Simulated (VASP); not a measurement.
The system is TeW.

```xyz
2
Lattice="0.0000 2.7592 2.7592 2.7592 0.0000 2.7592 2.7592 2.7592 0.0000" Properties=species:S:1:pos:R:3 pbc="T T T"
Te    0.0000    0.0000    0.0000
W     2.7592    2.7592    2.7592
```

The cell was generated, and may not be a known phase.

```yaml
Program: VASP 6.6.1
Task: relaxation of cell and atoms
Functional: PBE
Potentials_or_basis: VASP PAW PBE potentials, release 64 (Te, W_sv)
Cutoff: 500 eV
k_mesh: 6 × 6 × 6
Occupations: gaussian, width 0.2 eV
Spin: no spin polarisation
```

At the start: pressure 5.7 GPa; volume 21.01 Å³/atom.

Where does the relaxation end?

Over 3 steps the energy falls by 15.8 meV/atom and the volume is 21.94 Å³/atom (+4.4 %); space group Fm-3m (No. 225, to 0.1 Å) before and after.

The path:
```tsv
step	energy change (eV)	largest force (eV/Å)	pressure (GPa)	volume (Å³)
1	0.0000	0.0000	5.74	42.01
2	0.0336	0.0000	-6.74	46.76
3	-0.0315	0.0000	-0.08	43.87
```

Final structure:
```cif
data_structure
_symmetry_space_group_name_H-M 'P 1'
_symmetry_Int_Tables_number 1
_cell_length_a 3.9589
_cell_length_b 3.9589
_cell_length_c 3.9589
_cell_angle_alpha 60.000
_cell_angle_beta 60.000
_cell_angle_gamma 60.000
_cell_volume 43.87
loop_
_atom_site_label
_atom_site_type_symbol
_atom_site_fract_x
_atom_site_fract_y
_atom_site_fract_z
_atom_site_occupancy
Te1 Te 0.00000 0.00000 0.00000 1
W1 W 0.50000 0.50000 0.50000 1
```
